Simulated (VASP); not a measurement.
Wanted: the native input for a VASP 6.6.1 run.

```
Task                   : single point
Functional             : LDA
Potentials or basis    : VASP PAW LDA potentials, release 64 (Al, Ga_d, N)
Cutoff                 : 520 eV
k mesh                 : 8 × 8 × 6
Occupations            : gaussian, width 0.05 eV
Spin                   : no spin polarisation
Dipole correction      : no
Further INCAR settings : ALGO = Normal; EDIFF = 1e-06; NBANDS = 21
```

The structure of AlGaN2 lies in POSCAR:

```
AlGaN2
1.0
    3.0731505336      0.0000000000      0.0000000000
    0.0000000000      3.0731505336      0.0000000000
    0.0000000000      0.0000000000      4.3247459381
Al Ga N
1 1 2
Direct
    0.5000000000      0.5000000000      0.5000000000
    0.0000000000      0.0000000000      0.0000000000
    0.5000000000      0.0000000000      0.7400045181
    0.0000000000      0.5000000000      0.2599954819
```

These files were run (other wordings do the same):

INCAR

```
SYSTEM = AlGaN2
PREC = Accurate
ENCUT = 520
EDIFF = 1E-6
ISMEAR = 0
SIGMA = 0.05
LREAL = .FALSE.
LASPH = .TRUE.
NELM = 80
ALGO = Normal
ISIF = 2
LWAVE = .FALSE.
LCHARG = .TRUE.
GGA = CA
LELF = .TRUE.
LVHAR = .TRUE.
NBANDS = 21
```

KPOINTS

```
Automatic mesh
0
G
  8 8 6
  0 0 0
```

Potentials or basis: VASP PAW LDA potentials, release 64 (Al, Ga_d, N).

Command:

```console
$ cat potpaw_LDA.64/Al/POTCAR potpaw_LDA.64/Ga_d/POTCAR potpaw_LDA.64/N/POTCAR > POTCAR
$ mpirun -np 1 vasp_std > vasp.out
```

It gave:

- Pressure: 10.2 GPa
- Largest force: 0.042 eV/Å
- Band gap on the k mesh: 3.26 eV (least direct gap 3.37 eV)

Caveat: the cell stands under pressure.

Run time: 39 s on 1 thread of Intel Xeon 8259CL (shared host), peak memory 0.17 GiB.
